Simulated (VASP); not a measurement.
# AlCo (P4/mmm) in VASP: a series of runs

AlCo is run at these levels: PBEsol; tasks: single point.

Program: VASP 6.6.1. These are calculated values, not measurements. Logs are shortened: lines on timing, memory, paths and dates and some standing lists are left out, and cuts for length are marked.

## (1) The cell of the first run

Symmetry: P4/mmm, No. 123, tetragonal system. The conventional cell has a = 2.862 Å, b = 2.862 Å, c = 2.904 Å, α = 90.00°, β = 90.00°, γ = 90.00°. Al (site symmetry 4/mmm) has 8 Co at 2.49 Å and 6 Al at 2.86 to 2.90 Å within 3.3 Å. Co (site symmetry 4/mmm) has 8 Al at 2.49 Å and 6 Co at 2.86 to 2.90 Å within 3.3 Å.

## (2) Single point, PBEsol (strain +0.015 along x and y, +0.030 along z)

Input file INCAR:

```
PREC = Accurate
ENCUT = 520
EDIFF = 1E-6
ISMEAR = 0
SIGMA = 0.15
LREAL = False
LASPH = True
NELM = 80
ALGO = Normal
ISIF = 2
LWAVE = False
LCHARG = False
GGA = PS
NBANDS = 13
```

Input file KPOINTS:

```
Automatic mesh
0
Gamma
  16 16 16
```

Input file POSCAR:

```
AlCo
1.0
    2.8616942581      0.0000000000      0.0000000000
    0.0000000000      2.8616942581      0.0000000000
    0.0000000000      0.0000000000      2.9039853063
Al Co
1 1
Direct
    0.0000000000      0.0000000000      0.0000000000
    0.5000000000      0.5000000000      0.5000000000
```

Potentials or basis: VASP PAW PBE potentials, release 64 (Al, Co).

On the command line:

```sh
cat potpaw_PBE.64/Al/POTCAR potpaw_PBE.64/Co/POTCAR > POTCAR
mpirun -np 1 vasp_std > vasp.out
```

OUTCAR:

```text
PREC = Accurate
   ENCUT = 520
   EDIFF = 1E-6
   ISMEAR = 0
   LREAL = False
   LASPH = True
   NELM = 80
   ISIF = 2
   GGA = PS

 ion  position               nearest neighbor table
   1  0.000  0.000  0.000-   2 2.49   2 2.49   2 2.49   2 2.49   2 2.49   2 2.49   2 2.49   2 2.49

   2  0.500  0.500  0.500-   1 2.49   1 2.49   1 2.49   1 2.49   1 2.49   1 2.49   1 2.49   1 2.49

  LATTYP: Found a simple tetragonal cell.
 ALAT       =     2.8616942581
 C/A-ratio  =     1.0147783251

  Lattice vectors:

 A1 = (   2.8616942581,   0.0000000000,   0.0000000000)
 A2 = (   0.0000000000,   2.8616942581,   0.0000000000)
 A3 = (   0.0000000000,   0.0000000000,   2.9039853063)

Analysis of symmetry for initial positions (statically):
=====================================================================
 Subroutine PRICEL returns:
 Original cell was already a primitive cell.

 Routine SETGRP: Setting up the symmetry group for a
 simple tetragonal supercell.

 Subroutine GETGRP returns: Found 16 space group operations
 (whereof 16 operations were pure point group operations)
 out of a pool of 16 trial point group operations.

The static configuration has the point symmetry D_4h.

Analysis of symmetry for dynamics (positions and initial velocities):
=====================================================================
 Subroutine PRICEL returns:
 Original cell was already a primitive cell.

 Routine SETGRP: Setting up the symmetry group for a
 simple tetragonal supercell.

 Subroutine GETGRP returns: Found 16 space group operations
 (whereof 16 operations were pure point group operations)
 out of a pool of 16 trial point group operations.

The dynamic configuration has the point symmetry D_4h.

 Subroutine INISYM returns: Found 16 space group operations
 (whereof 16 operations are pure point group operations),
 and found     1 'primitive' translations

----------------------------------------------------------------------------------------

                                     Primitive cell

  volume of cell :      23.7816

  direct lattice vectors                    reciprocal lattice vectors
     2.861694258  0.000000000  0.000000000     0.349443340  0.000000000  0.000000000
     0.000000000  2.861694258  0.000000000     0.000000000  0.349443340  0.000000000
     0.000000000  0.000000000  2.903985306     0.000000000  0.000000000  0.344354359

  length of vectors
     2.861694258  2.861694258  2.903985306     0.349443340  0.349443340  0.344354359

  position of ions in fractional coordinates (direct lattice)
     0.000000000  0.000000000  0.000000000
     0.500000000  0.500000000  0.500000000

  ion indices of the primitive-cell ions
   primitive index   ion index
                 1           1
                 2           2

----------------------------------------------------------------------------------------

 KPOINTS: Automatic mesh

Automatic generation of k-mesh.
 Grid dimensions read from file:
 generate k-points for:   16   16   16

 Generating k-lattice:

  Cartesian coordinates                     Fractional coordinates (reciprocal lattice)
     0.021840209  0.000000000  0.000000000     0.062500000  0.000000000  0.000000000
     0.000000000  0.021840209  0.000000000     0.000000000  0.062500000  0.000000000
     0.000000000  0.000000000  0.021522147     0.000000000  0.000000000  0.062500000

  Length of vectors
     0.021840209  0.021840209  0.021522147

  Shift w.r.t. Gamma in fractional coordinates (k-lattice)
     0.000000000  0.000000000  0.000000000

 Subroutine IBZKPT returns following result:
 ===========================================

 Found    405 irreducible k-points:

 Following reciprocal coordinates:
            Coordinates               Weight
  0.000000  0.000000  0.000000      1.000000
  0.062500  0.000000  0.000000      4.000000
  0.125000  0.000000  0.000000      4.000000
  0.187500  0.000000  0.000000      4.000000
  0.250000  0.000000  0.000000      4.000000
  0.312500  0.000000  0.000000      4.000000
[... 16 lines left out ...]
  0.437500  0.125000  0.000000      8.000000
  0.500000  0.125000  0.000000      4.000000
 [... further k-points ...]
   k-points           NKPTS =    405   k-points in BZ     NKDIM =    405   number of bands    NBANDS=     13
   number of dos      NEDOS =    301   number of ions     NIONS =      2
   total plane-waves  NPLWV =  13824
   dimension x,y,z NGX =    24 NGY =   24 NGZ =   24
   dimension x,y,z NGXF=    48 NGYF=   48 NGZF=   48
   ions per type =               1   1
   NGX,Y,Z   is equivalent  to a cutoff of  13.94, 13.94, 13.74 a.u.
   NGXF,Y,Z  is equivalent  to a cutoff of  27.88, 27.88, 27.48 a.u.
 SYSTEM =  unknown system
   PREC   = accura    normal or accurate (medium, high low for compatibility)
   ISTART =      0    job   : 0-new  1-cont  2-samecut
   ICHARG =      2    charge: 1-file 2-atom 10-const
   ISPIN  =      1    spin polarized calculation?
   LNONCOLLINEAR =      F non collinear calculations
   LSORBIT =      F    spin-orbit coupling
   LASPH  =      T    aspherical Exc in radial PAW
   ENCUT  =  520.0 eV  38.22 Ry    6.18 a.u.   5.32  5.32  5.40*2*pi/ulx,y,z
   NELM   =     80;   NELMIN=  2; NELMDL= -5     # of ELM steps
   EDIFF  = 0.1E-05   stopping-criterion for ELM
   LREAL  =      F    real-space projection
   EDIFFG = 0.1E-04   stopping-criterion for IOM
   NSW    =      0    number of steps for IOM
   IBRION =     -1    ionic relax: 0-MD 1-quasi-New 2-CG
   NFREE  =      0    steps in history (QN), initial steepest desc. (CG)
   ISIF   =      2    stress and relaxation
   ISYM   =      2    0-nonsym 1-usesym 2-fastsym
   POTIM  = 0.5000    time-step for ionic-motion
   TEBEG  =    0.0;   TEEND  =   0.0 temperature during run
   PSTRESS=    0.0 pullay stress
   NELECT =      12.0000    total number of electrons
   NUPDOWN=      -1.0000    fix difference up-down
   EMIN   =  10.00;   EMAX   =-10.00  energy-range for DOS
   EFERMI =   0.00;   METHOD = LEGACY
   ISMEAR =     0;   SIGMA  =   0.15  broadening in eV -4-tet -1-fermi 0-gaus
   EFERMI_NEDOS =   21; number of points for ismear=-14 and -15
   IALGO  =     38    algorithm
   IMIX   =      4    mixing-type and parameters
     AMIX     =   0.40;   BMIX     =  1.00
     AMIX_MAG =   1.60;   BMIX_MAG =  1.00
  volume/ion in A,a.u.               =      11.89        80.24
  Fermi-wavevector in a.u.,A,eV,Ry     =   1.303332  2.462940 23.111856  1.698673
  Thomas-Fermi vector in A             =   2.434341
   LORBIT       =      0    0 simple, 1 ext, 2 COOP (PROOUT), +10 PAW based schemes
   GGA     = PS    functional components
   LHFCALC =     F    Hartree Fock is set to
   AEXX    =    0.0000 exact exchange contribution
   IVDW    =     0    specifies the selected vdW correction
   LEPSILON=     F    determine dielectric tensor
   LRPA    =     F    only Hartree local field effects (RPA)
 non-spin polarized calculation
 Gauss-broadening in eV      SIGMA  =   0.15
  energy-cutoff  :      520.00
  volume of cell :       23.78
 maximum number of plane-waves:       659
 NGX is ok and might be reduce to    24
   NGX = 11   NGY = 11   NGZ = 11

 number of electron      12.0000000 magnetization

 Free energy of the ion-electron system (eV)
  ---------------------------------------------------
  ext. energy  EPLUGINS =         0.00000000
  ---------------------------------------------------
  free energy    TOTEN  =       -13.04468381 eV

  energy without entropy =      -13.03402214  energy(sigma->0) =      -13.03935298

 E-fermi :  10.0645     XC(G=0): -12.2521

 val. band max:       10.0641320647   @ k =   0.3750   0.1250   0.5000
 cond. band min:      10.0739802203   @ k =   0.5000   0.3750   0.0625
 fundamental gap:      0.0098481556
 Fermi energy:        10.0645157633

 k-point     1 :       0.0000    0.0000    0.0000
  band No.  band energies     occupation
      1      -0.7954      2.00000
      2       7.2169      2.00000
      3       7.2382      2.00000
      4       9.2881      2.00000
      5       9.2881      2.00000
      6       9.3396      2.00000
      7      15.5724      0.00000
      8      16.0934      0.00000
      9      16.0934      0.00000
     10      18.6733      0.00000
     11      18.7846      0.00000
     12      24.7159      0.00000
     13      31.2470      0.00000

 k-point     2 :       0.0625    0.0000    0.0000
  band No.  band energies     occupation
      1      -0.7220      2.00000
      2       7.2235      2.00000
      3       7.2465      2.00000
      4       9.2460      2.00000
      5       9.2924      2.00000
      6       9.3008      2.00000
      7      15.3396      0.00000
      8      15.6774      0.00000
      9      16.1950      0.00000
     10      18.6895      0.00000
     11      19.4426      0.00000
     12      24.9721      0.00000
     13      30.3426      0.00000

 k-point     3 :       0.1250    0.0000    0.0000
  band No.  band energies     occupation
      1      -0.5028      2.00000
      2       7.1949      2.00000
      3       7.3013      2.00000
      4       9.1306      2.00000
      5       9.1938      2.00000
      6       9.3044      2.00000
      7      14.0061      0.00000
      8      15.9820      0.00000
      9      16.4908      0.00000
     10      18.6718      0.00000
     11      20.5327      0.00000
     12      25.7733      0.00000
     13      28.8359      0.00000
[... 305 lines left out ...]
 k-point    23 :       0.4375    0.1250    0.0000
  band No.  band energies     occupation
      1       2.8414      2.00000
      2       4.7311      2.00000
      3       7.8332      2.00000
      4       8.4161      2.00000
      5       8.4493      2.00000
      6       9.2666      2.00000
      7      10.3320      0.01166
      8      17.1065      0.00000
      9      18.9619      0.00000
     10      19.9367      0.00000
     11      21.7030      0.00000
     12      22.1718      0.00000
     13      25.6874      0.00000

 k-point    24 :       0.5000    0.1250    0.0000
  band No.  band energies     occupation
      1       3.6380      2.00000
      2       3.9007      2.00000
      3       7.8692      2.00000
      4       8.3880      2.00000
      5       8.4214      2.00000
      6       9.2716      2.00000
      7      10.2701      0.05257
      8      17.4627      0.00000
      9      18.6580      0.00000
     10      20.6882      0.00000
     11      21.3316      0.00000
     12      21.5829      0.00000
     13      25.8282      0.00000

 [... further k-points ...]
[... 5 lines left out ...]
  --------------------------------------------------------------------------------------
  -------------------------------------------------------------------------------------
  Total       -1.3086387     -1.3086387     -1.5790575      0.0000000     -0.0000000      0.0000000
  in kB      -88.1636293    -88.1636293   -106.3818754      0.0000000     -0.0000000      0.0000000
  external PRESSURE =     -94.2363780 kB  Pullay stress =       0.0000000 kB

 VOLUME and BASIS-vectors are now :
 -----------------------------------------------------------------------------
  energy-cutoff  :      520.00
  volume of cell :       23.78
      direct lattice vectors                 reciprocal lattice vectors
     2.861694258  0.000000000  0.000000000     0.349443340  0.000000000  0.000000000
     0.000000000  2.861694258  0.000000000     0.000000000  0.349443340  0.000000000
     0.000000000  0.000000000  2.903985306     0.000000000  0.000000000  0.344354359

 POSITION                                       TOTAL-FORCE (eV/Angst)
 -----------------------------------------------------------------------------------
      0.00000      0.00000      0.00000         0.000000      0.000000      0.000000
      1.43085      1.43085      1.45199         0.000000      0.000000      0.000000
 -----------------------------------------------------------------------------------
    total drift:                                0.000000      0.000000     -0.000000

  FREE ENERGIE OF THE ION-ELECTRON SYSTEM (eV)
  ---------------------------------------------------
  free  energy   TOTEN  =       -13.0446838070 eV

  energy  without entropy=      -13.0340221450  energy(sigma->0) =      -13.03935298
```

Wall time 1.9 min (1 thread of Intel Xeon 8259CL, shared host); peak memory 0.25 GiB.

What came out:

```yaml
Free_energy: -13.0447 eV
Pressure: -9.4 GPa
Band_gap_on_the_k_mesh: zero (bands 6 and 7 overlap by 2.60 eV)
```

Stress tensor (GPa, compression positive):
```
 -8.82   0.00   0.00
  0.00  -8.82   0.00
  0.00   0.00 -10.64
```

Levels at points of the mesh, in eV from the Fermi level:
```csv
k point,band 4,band 5,band 6,band 7,band 8,band 9
"(0.00, 0.00, 0.00)",-0.78,-0.78,-0.72,5.51,6.03,6.03
"(0.50, 0.00, 0.00)",-1.68,-1.57,-0.66,0.22,8.40,10.15
"(0.50, 0.50, 0.00)",-2.52,-1.45,-1.45,-0.19,2.43,3.45
"(0.00, 0.00, 0.50)",-1.58,-1.58,-0.63,0.09,8.41,10.59
"(0.50, 0.00, 0.50)",-2.58,-1.38,-1.37,-0.24,2.30,3.32
"(0.50, 0.50, 0.50)",-0.21,-0.16,2.36,2.41,2.41,3.92
```

Caveat: the cell differs from its parent crystal (strain +0.015 along x and y, +0.030 along z); the cell stands under tension; the PAW data sets were made with another functional, which shifts forces and pressure a little; the run has no spin polarisation, though such a crystal can be magnetic.

## (3) Single point, PBEsol (strain +0.030 along x and y, +0.015 along z)

Input file INCAR:

```
SYSTEM = AlCo
  ALGO = Normal
  EDIFF = 1E-7
  ENCUT = 520
  GGA = PS
  ISIF = 2
  ISMEAR = 0
  LASPH = .True.
  LCHARG = .False.
  LREAL = .False.
  LWAVE = .False.
  NBANDS = 13
  NELM = 100
  PREC = Accurate
  SIGMA = 0.15
```

Input file KPOINTS:

```
k-points
0
Gamma
  16 16 16
  0 0 0
```

Input file POSCAR:

```
AlCo
1.0
    2.9039853063      0.0000000000      0.0000000000
    0.0000000000      2.9039853063      0.0000000000
    0.0000000000      0.0000000000      2.8616942581
Al Co
1 1
Direct
    0.0000000000      0.0000000000      0.0000000000
    0.5000000000      0.5000000000      0.5000000000
```

Potentials or basis: VASP PAW PBE potentials, release 64 (Al, Co).

On the command line:

```sh
cat potpaw_PBE.64/Al/POTCAR potpaw_PBE.64/Co/POTCAR > POTCAR
mpirun -np 1 vasp_std > vasp.out
```

Wall time 1.9 min (1 thread of Intel Xeon 8259CL, shared host); peak memory 0.25 GiB.

Results (log left out):

```yaml
Free_energy: -13.0214 eV
Pressure: -11.6 GPa
Band_gap_on_the_k_mesh: zero (bands 6 and 7 overlap by 2.62 eV)
```

Stress tensor (GPa, compression positive):
```
-12.30   0.00   0.00
  0.00 -12.30   0.00
  0.00   0.00 -10.18
```

Levels at points of the mesh, in eV from the Fermi level:
```tsv
k point	band 4	band 5	band 6	band 7	band 8	band 9
(0.00, 0.00, 0.00)	-0.78	-0.72	-0.72	5.61	5.61	6.13
(0.50, 0.00, 0.00)	-1.61	-1.51	-0.62	0.12	8.38	10.20
(0.50, 0.50, 0.00)	-2.62	-1.32	-1.32	-0.25	2.21	3.20
(0.00, 0.00, 0.50)	-1.60	-1.60	-0.66	0.25	8.39	10.24
(0.50, 0.00, 0.50)	-2.48	-1.40	-1.39	-0.20	2.35	3.33
(0.50, 0.50, 0.50)	-0.21	-0.16	2.38	2.38	2.42	3.79
```

Caveat: the cell differs from its parent crystal (strain +0.030 along x and y, +0.015 along z); the cell stands under tension; the PAW data sets were made with another functional, which shifts forces and pressure a little; the run has no spin polarisation, though such a crystal can be magnetic. Spin polarisation is off, so any magnetic state and its effect on volume and gap are missing.
